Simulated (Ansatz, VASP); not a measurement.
# SrTiO3: VASP beside Ansatz

```
Sr Ti O
1.0
     3.97533    0.00000    0.00000
     0.00000    3.97533    0.00000
     0.00000    0.00000    3.97533
Sr Ti O
1 1 3
Direct
  0.50000 0.50000 0.50000
  0.00000 0.00000 0.00000
  0.50000 0.00000 0.00000
  0.00000 0.50000 0.00000
  0.00000 0.00000 0.50000
```

Alike in both runs: task single point; functional PBE; k mesh 8 × 8 × 8; occupations gaussian, width 0.02 eV; no spin polarisation.

|  | VASP | Ansatz |
| --- | --- | --- |
| version | VASP 6.6.1 | Ansatz 0.2.0 |
| potentials or method | VASP PAW PBE potentials, release 64 (Sr_sv, Ti_sv, O), cutoff 600 eV | scalar-relativistic, all-electron LAPW |

```tsv
	VASP	Ansatz	Ansatz less VASP
gap on the k mesh at the Fermi level (eV)	1.76	1.78	+0.022
least direct gap on the mesh (eV)	2.14	2.15	+0.015
pressure (GPa)	-4.3	-4.7	-0.39
```

Ansatz ran all-electron here, and VASP with PAW potentials.
